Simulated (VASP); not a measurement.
# TiAl (P-6m2) in VASP: further runs

The runs below take TiAl through single point, relaxation of cell and atoms, with r2SCAN+D3(BJ).

Program: VASP 6.6.1. These are calculated values, not measurements. Logs are shortened: lines on timing, memory, paths and dates and some standing lists are left out, and cuts for length are marked.

## (1) The cell of the first run

Symmetry: P-6m2, No. 187, hexagonal system. Conventional cell: a = 2.851 Å, b = 2.851 Å, c = 4.606 Å, α = 90.00°, β = 90.00°, γ = 120.00°. Within 3.7 Å of Ti (site symmetry -6m2) lie 6 Al at 2.83 Å and 6 Ti at 2.85 Å. Al (site symmetry -6m2) has 6 Ti at 2.83 Å and 6 Al at 2.85 Å within 3.7 Å.

## (2) Single point, r2SCAN+D3(BJ)

Input file POSCAR:

```
TiAl
1.0
    2.8510391643      0.0000000000      0.0000000000
   -1.4255195822      2.4690723435      0.0000000000
    0.0000000000      0.0000000000      4.6056449766
Ti Al
1 1
Direct
    0.0000000000      0.0000000000      0.0000000000
    0.3333333333      0.6666666667      0.5000000000
```

Input file INCAR.step1:

```
SYSTEM = TiAl
PREC = Accurate
ENCUT = 520
ISMEAR = -1
SIGMA = 0.1
LREAL = .False.
LASPH = .True.
NELM = 100
NBANDS = 14
GGA = PE
ALGO = Normal
EDIFF = 1E-4
LWAVE = .True.
LCHARG = .False.
```

Input file INCAR.step2:

```
SYSTEM = TiAl
PREC = Accurate
ENCUT = 520
EDIFF = 1E-7
ISMEAR = -1
SIGMA = 0.1
LREAL = .False.
LASPH = .True.
NELM = 100
ALGO = Normal
ISIF = 2
LWAVE = .False.
LCHARG = .False.
METAGGA = R2SCAN
LMIXTAU = .True.
IVDW = 12
VDW_S6 = 1.0
VDW_S8 = 0.78981345
VDW_A1 = 0.49484001
VDW_A2 = 5.73083694
NBANDS = 14
ISTART = 1
```

Input file KPOINTS:

```
regular mesh
0
Gamma
  17 17 9
  0 0 0
```

Potentials or basis: VASP PAW PBE potentials, release 64 (Ti_sv, Al).

Command:

```bash
cat potpaw_PBE.64/Ti_sv/POTCAR potpaw_PBE.64/Al/POTCAR > POTCAR
cp INCAR.step1 INCAR
mpirun -np 1 vasp_std > vasp.out
cp INCAR.step2 INCAR
mpirun -np 1 vasp_std > vasp.out
```

OUTCAR:

```text
SYSTEM = TiAl
   PREC = Accurate
   ENCUT = 520
   EDIFF = 1E-7
   ISMEAR = -1
   LREAL = .False.
   LASPH = .True.
   NELM = 100
   ISIF = 2
   METAGGA = R2SCAN
   IVDW = 12
   ISTART = 1
 IVDW          = 12

 ion  position               nearest neighbor table
   1  0.000  0.000  0.000-   2 2.83   2 2.83   2 2.83   2 2.83   2 2.83   2 2.83
   2  0.333  0.667  0.500-   1 2.83   1 2.83   1 2.83   1 2.83   1 2.83   1 2.83

  LATTYP: Found a hexagonal cell.
 ALAT       =     2.8510391643
 C/A-ratio  =     1.6154267659

  Lattice vectors:

 A1 = (   2.8510391643,   0.0000000000,   0.0000000000)
 A2 = (  -1.4255195822,   2.4690723435,   0.0000000000)
 A3 = (   0.0000000000,   0.0000000000,   4.6056449766)

Analysis of symmetry for initial positions (statically):
=====================================================================
 Subroutine PRICEL returns:
 Original cell was already a primitive cell.

 Routine SETGRP: Setting up the symmetry group for a
 hexagonal supercell.

 Subroutine GETGRP returns: Found 12 space group operations
 (whereof 12 operations were pure point group operations)
 out of a pool of 24 trial point group operations.

The static configuration has the point symmetry D_3h.

Analysis of symmetry for dynamics (positions and initial velocities):
=====================================================================
 Subroutine PRICEL returns:
 Original cell was already a primitive cell.

 Routine SETGRP: Setting up the symmetry group for a
 hexagonal supercell.

 Subroutine GETGRP returns: Found 12 space group operations
 (whereof 12 operations were pure point group operations)
 out of a pool of 24 trial point group operations.

The dynamic configuration has the point symmetry D_3h.

 Subroutine INISYM returns: Found 12 space group operations
 (whereof 12 operations are pure point group operations),
 and found     1 'primitive' translations

----------------------------------------------------------------------------------------

                                     Primitive cell

  volume of cell :      32.4211

  direct lattice vectors                    reciprocal lattice vectors
     2.851039164  0.000000000  0.000000000     0.350749303  0.202505205  0.000000000
    -1.425519582  2.469072344  0.000000000     0.000000000  0.405010409  0.000000000
     0.000000000  0.000000000  4.605644977     0.000000000  0.000000000  0.217124855

  length of vectors
     2.851039164  2.851039164  4.605644977     0.405010409  0.405010409  0.217124855

  position of ions in fractional coordinates (direct lattice)
     0.000000000  0.000000000  0.000000000
     0.333333333  0.666666667  0.500000000

  ion indices of the primitive-cell ions
   primitive index   ion index
                 1           1
                 2           2

----------------------------------------------------------------------------------------

 KPOINTS: regular mesh

Automatic generation of k-mesh.
 Grid dimensions read from file:
 generate k-points for:   17   17    9

 Generating k-lattice:

  Cartesian coordinates                     Fractional coordinates (reciprocal lattice)
     0.020632312  0.011912071  0.000000000     0.058823529  0.000000000  0.000000000
     0.000000000  0.023824142  0.000000000     0.000000000  0.058823529  0.000000000
     0.000000000  0.000000000  0.024124984     0.000000000  0.000000000  0.111111111

  Length of vectors
     0.023824142  0.023824142  0.024124984

  Shift w.r.t. Gamma in fractional coordinates (k-lattice)
     0.000000000  0.000000000  0.000000000

 Subroutine IBZKPT returns following result:
 ===========================================

 Found    165 irreducible k-points:

 Following reciprocal coordinates:
            Coordinates               Weight
  0.000000  0.000000  0.000000      1.000000
  0.058824  0.000000  0.000000      6.000000
  0.117647  0.000000  0.000000      6.000000
  0.176471  0.000000  0.000000      6.000000
  0.235294  0.000000  0.000000      6.000000
  0.294118  0.000000  0.000000      6.000000
[... 16 lines left out ...]
  0.411765  0.117647  0.000000     12.000000
  0.176471  0.176471  0.000000      6.000000
 [... further k-points ...]
   k-points           NKPTS =    165   k-points in BZ     NKDIM =    165   number of bands    NBANDS=     14
   number of dos      NEDOS =    301   number of ions     NIONS =      2
   total plane-waves  NPLWV =  20736
   dimension x,y,z NGX =    24 NGY =   24 NGZ =   36
   dimension x,y,z NGXF=    48 NGYF=   48 NGZF=   72
   ions per type =               1   1
   NGX,Y,Z   is equivalent  to a cutoff of  13.99, 13.99, 12.99 a.u.
   NGXF,Y,Z  is equivalent  to a cutoff of  27.99, 27.99, 25.99 a.u.
 SYSTEM =  TiAl
   PREC   = accura    normal or accurate (medium, high low for compatibility)
   ISTART =      1    job   : 0-new  1-cont  2-samecut
   ICHARG =      0    charge: 1-file 2-atom 10-const
   ISPIN  =      1    spin polarized calculation?
   LNONCOLLINEAR =      F non collinear calculations
   LSORBIT =      F    spin-orbit coupling
   LASPH  =      T    aspherical Exc in radial PAW
   ENCUT  =  520.0 eV  38.22 Ry    6.18 a.u.   5.30  5.30  8.56*2*pi/ulx,y,z
   NELM   =    100;   NELMIN=  2; NELMDL=  0     # of ELM steps
   EDIFF  = 0.1E-06   stopping-criterion for ELM
   LREAL  =      F    real-space projection
   EDIFFG = 0.1E-05   stopping-criterion for IOM
   NSW    =      0    number of steps for IOM
   IBRION =     -1    ionic relax: 0-MD 1-quasi-New 2-CG
   NFREE  =      0    steps in history (QN), initial steepest desc. (CG)
   ISIF   =      2    stress and relaxation
   ISYM   =      2    0-nonsym 1-usesym 2-fastsym
   POTIM  = 0.5000    time-step for ionic-motion
   TEBEG  =    0.0;   TEEND  =   0.0 temperature during run
   PSTRESS=    0.0 pullay stress
   NELECT =      15.0000    total number of electrons
   NUPDOWN=      -1.0000    fix difference up-down
   EMIN   =  10.00;   EMAX   =-10.00  energy-range for DOS
   EFERMI =   0.00;   METHOD = LEGACY
   ISMEAR =    -1;   SIGMA  =   0.10  broadening in eV -4-tet -1-fermi 0-gaus
   EFERMI_NEDOS =   21; number of points for ismear=-14 and -15
   IALGO  =     38    algorithm
   IMIX   =      4    mixing-type and parameters
     AMIX     =   0.40;   BMIX     =  1.00
     AMIX_MAG =   1.60;   BMIX_MAG =  1.00
  volume/ion in A,a.u.               =      16.21       109.39
  Fermi-wavevector in a.u.,A,eV,Ry     =   1.266182  2.392737 21.813086  1.603217
  Thomas-Fermi vector in A             =   2.399396
   LORBIT       =      0    0 simple, 1 ext, 2 COOP (PROOUT), +10 PAW based schemes
   METAGGA = R2SCAN    functional components
   LHFCALC =     F    Hartree Fock is set to
   AEXX    =    0.0000 exact exchange contribution
   IVDW    =    12    specifies the selected vdW correction
   LEPSILON=     F    determine dielectric tensor
   LRPA    =     F    only Hartree local field effects (RPA)
 non-spin polarized calculation
  energy-cutoff  :      520.00
  volume of cell :       32.42
 maximum number of plane-waves:       886
 NGX is ok and might be reduce to    24
   NGX = 11   NGY = 11   NGZ = 17

 number of electron      15.0000005 magnetization

 Free energy of the ion-electron system (eV)
  ---------------------------------------------------
  ext. energy  EPLUGINS =         0.00000000
  ---------------------------------------------------
  free energy    TOTEN  =       -20.26733251 eV

  energy without entropy =      -20.19680163  energy(sigma->0) =      -20.23206707

 E-fermi :   8.1270     XC(G=0): -11.8697

 val. band max:        8.1064385146   @ k =   0.2353   0.1176   0.1111
 cond. band min:       8.1345959186   @ k =   0.1765   0.1765   0.4444
 fundamental gap:      0.0281574040
 Fermi energy:         8.1269925680

 k-point     1 :       0.0000    0.0000    0.0000
  band No.  band energies     occupation
      1     -50.6792      2.00000
      2     -25.9639      2.00000
      3     -25.5094      2.00000
      4     -25.5094      2.00000
      5      -1.4579      2.00000
      6       5.6942      2.00000
      7       6.0910      2.00000
      8       9.5785      0.00000
      9       9.5785      0.00000
     10      11.2418      0.00000
     11      11.2418      0.00000
     12      12.5871      0.00000
     13      21.8691      0.00000
     14      21.8691      0.00000

 k-point     2 :       0.0588    0.0000    0.0000
  band No.  band energies     occupation
      1     -50.6756      2.00000
      2     -25.9604      2.00000
      3     -25.5317      2.00000
      4     -25.5144      2.00000
      5      -1.3656      2.00000
      6       5.7923      2.00000
      7       6.1048      2.00000
      8       9.4843      0.00000
      9       9.6531      0.00000
     10      11.2156      0.00000
     11      11.2598      0.00000
     12      12.6080      0.00000
     13      20.4346      0.00000
     14      21.0889      0.00000

 k-point     3 :       0.1176    0.0000    0.0000
  band No.  band energies     occupation
      1     -50.6653      2.00000
      2     -25.9502      2.00000
      3     -25.5952      2.00000
      4     -25.5286      2.00000
      5      -1.0904      2.00000
      6       6.0726      2.00000
      7       6.1447      2.00000
      8       9.2285      0.00003
      9       9.8719      0.00000
     10      11.1413      0.00000
     11      11.3169      0.00000
     12      12.6649      0.00000
     13      18.3516      0.00000
     14      20.0774      0.00000
[... 324 lines left out ...]
 k-point    23 :       0.4118    0.1176    0.0000
  band No.  band energies     occupation
      1     -50.5690      2.00000
      2     -26.1156      2.00000
      3     -25.8555      2.00000
      4     -25.7070      2.00000
      5       4.0648      2.00000
      6       5.5621      2.00000
      7       6.6840      2.00000
      8       7.2503      1.99969
      9       9.8390      0.00000
     10      11.5277      0.00000
     11      12.5390      0.00000
     12      13.2502      0.00000
     13      13.9863      0.00000
     14      15.3729      0.00000

 k-point    24 :       0.1765    0.1765    0.0000
  band No.  band energies     occupation
      1     -50.6065      2.00000
      2     -25.9086      2.00000
      3     -25.8923      2.00000
      4     -25.6475      2.00000
      5       0.9441      2.00000
      6       6.4390      2.00000
      7       7.4986      1.99627
      8       8.0042      1.54681
      9      10.3259      0.00000
     10      11.0813      0.00000
     11      12.2239      0.00000
     12      12.9105      0.00000
     13      14.0110      0.00000
     14      14.8426      0.00000

 [... further k-points ...]

------------------------ aborting loop because EDIFF is reached ----------------------------------------

 Edisp (eV)   -0.45596

 E8    (eV) :    -0.1686

  FORCE on cell =-STRESS in cart. coord.  units (eV):
  Direction    XX          YY          ZZ          XY          YZ          ZX
  --------------------------------------------------------------------------------------
  -------------------------------------------------------------------------------------
  Total       0.01828     0.01828     0.01650    -0.00000     0.00000    -0.00000
  in kB       0.90348     0.90348     0.81550    -0.00000     0.00000    -0.00000
  external pressure =        0.87 kB  Pullay stress =        0.00 kB

 VOLUME and BASIS-vectors are now :
 -----------------------------------------------------------------------------
  energy-cutoff  :      520.00
  volume of cell :       32.42
      direct lattice vectors                 reciprocal lattice vectors
     2.851039164  0.000000000  0.000000000     0.350749303  0.202505205  0.000000000
    -1.425519582  2.469072344  0.000000000     0.000000000  0.405010409  0.000000000
     0.000000000  0.000000000  4.605644977     0.000000000  0.000000000  0.217124855

 POSITION                                       TOTAL-FORCE (eV/Angst)
 -----------------------------------------------------------------------------------
      0.00000      0.00000      0.00000        -0.000000      0.000000      0.000000
     -0.00000      1.64605      2.30282         0.000000      0.000000      0.000000
 -----------------------------------------------------------------------------------
    total drift:                               -0.000000      0.000000      0.000000

  FREE ENERGIE OF THE ION-ELECTRON SYSTEM (eV)
  ---------------------------------------------------
  free  energy   TOTEN  =       -20.7232964573 eV

  energy  without entropy=      -20.6527655730  energy(sigma->0) =      -20.68803102
```

It took 5.1 min on 1 thread of Intel Xeon Platinum 8259CL at 2.50GHz (Skylake/Cascade Lake), shared host; peak memory 0.23 GiB.

Results:

| Item | Value |
| --- | --- |
| Free energy | -20.7233 eV |
| Pressure | 0.1 GPa |
| Band gap on the k mesh | zero (an odd number of electrons rules out a gap without spin polarisation) |
| Dispersion energy per atom | -0.228 eV |

Caveat: the PAW data sets were made with another functional, which shifts forces and pressure a little.

## (3) Relaxation of cell and atoms, r2SCAN+D3(BJ)

This run uses another cell than the first one, of 16.65 Å³/atom.

Input file POSCAR:

```
TiAl
1.0
    2.8672620000      0.0000000000      0.0000000000
   -1.4336310000      2.4831220000      0.0000000000
    0.0000000000      0.0000000000      4.6780830000
Ti Al
1 1
Direct
    0.0000000000      0.0000000000      0.0000000000
    0.3333333333      0.6666666667      0.5000000000
```

Input file INCAR.step1:

```
SYSTEM = TiAl
PREC     = Accurate       ! precision mode
ENCUT    = 600            ! plane-wave cutoff, eV
ISMEAR   = -1             ! smearing method
SIGMA    = 0.1            ! smearing width, eV
LREAL    = .FALSE.        ! projectors in reciprocal space
LASPH    = .TRUE.         ! aspherical terms in the spheres
NELM     = 80             ! most SCF steps
GGA      = PE             ! functional
ALGO     = Normal         ! electronic algorithm
EDIFF    = 1E-4           ! SCF threshold, eV
LWAVE    = .TRUE.         ! write WAVECAR
LCHARG   = .FALSE.        ! write CHGCAR
```

Input file INCAR.step2:

```
SYSTEM = TiAl
PREC     = Accurate       ! precision mode
ENCUT    = 600            ! plane-wave cutoff, eV
EDIFF    = 1E-6           ! SCF threshold, eV
ISMEAR   = -1             ! smearing method
SIGMA    = 0.1            ! smearing width, eV
LREAL    = .FALSE.        ! projectors in reciprocal space
LASPH    = .TRUE.         ! aspherical terms in the spheres
NELM     = 80             ! most SCF steps
ALGO     = Normal         ! electronic algorithm
ISIF     = 3              ! what is computed and relaxed
LWAVE    = .FALSE.        ! write WAVECAR
LCHARG   = .FALSE.        ! write CHGCAR
METAGGA  = R2SCAN         ! meta-GGA
LMIXTAU  = .TRUE.       
IVDW     = 12             ! dispersion correction
VDW_S6   = 1.0          
VDW_S8   = 0.78981345   
VDW_A1   = 0.49484001   
VDW_A2   = 5.73083694   
IBRION   = 2              ! ionic algorithm
NSW      = 80             ! ionic steps
EDIFFG   = -0.03          ! ionic threshold
ISTART   = 1
```

Input file KPOINTS:

```
regular mesh
0
G
  17 17 9
  0 0 0
```

Potentials or basis: VASP PAW PBE potentials, release 64 (Ti_sv, Al).

Command:

```bash
cat potpaw_PBE.64/Ti_sv/POTCAR potpaw_PBE.64/Al/POTCAR > POTCAR
cp INCAR.step1 INCAR
mpirun -np 1 vasp_std > vasp.out
cp INCAR.step2 INCAR
mpirun -np 1 vasp_std > vasp.out
```

Wall time 13 min (1 thread of Intel Xeon Platinum 8259CL at 2.50GHz (Skylake/Cascade Lake), shared host); peak memory 0.25 GiB.

Results (log left out):

```
Free energy                           : -20.7232 eV
Relaxed volume                        : 16.21 Å³/atom
Relaxed cell                          : a = 2.850 Å, b = 2.850 Å, c = 4.608 Å, α = 90.00°, β = 90.00°, γ = 120.00°
Space group after relaxing (to 0.1 Å) : P-6m2 (No. 187)
Energy gained by relaxing             : 4.9 meV/atom
Ionic steps                           : 5
Pressure after relaxing               : 0.1 GPa
Band gap on the k mesh                : zero (an odd number of electrons rules out a gap without spin polarisation)
Dispersion energy per atom            : -0.228 eV
```

Stress tensor (GPa, compression positive):
```
 0.13  0.00  0.00
 0.00  0.13  0.00
 0.00  0.00 -0.02
```

Step by step:
| step | energy change (eV) | largest force (eV/Å) | pressure (GPa) | volume (Å³) |
| --- | --- | --- | --- | --- |
| 1 | 0.0000 | 0.0000 | -3.11 | 33.31 |
| 2 | -0.0045 | 0.0000 | 2.60 | 31.77 |
| 3 | -0.0097 | 0.0000 | 0.08 | 32.41 |
| 4 | -0.0097 | 0.0000 | 0.13 | 32.39 |
| 5 | -0.0099 | 0.0000 | 0.08 | 32.42 |

Final structure:
```
Ti Al
1.0
     2.85040    0.00000    0.00000
    -1.42520    2.46852    0.00000
     0.00000    0.00000    4.60808
Ti Al
1 1
Direct
  0.00000 0.00000 0.00000
  0.33333 0.66667 0.50000
```

Levels at points of the mesh, in eV from the Fermi level:
```tsv
k point	band 6	band 7	band 8	band 9	band 10	band 11
(0.00, 0.00, 0.00)	-2.44	-2.04	1.45	1.45	3.12	3.12
```

Caveat: the PAW data sets were made with another functional, which shifts forces and pressure a little.

The gap in the log of VASP goes by the Fermi energy; the results here count the filled bands.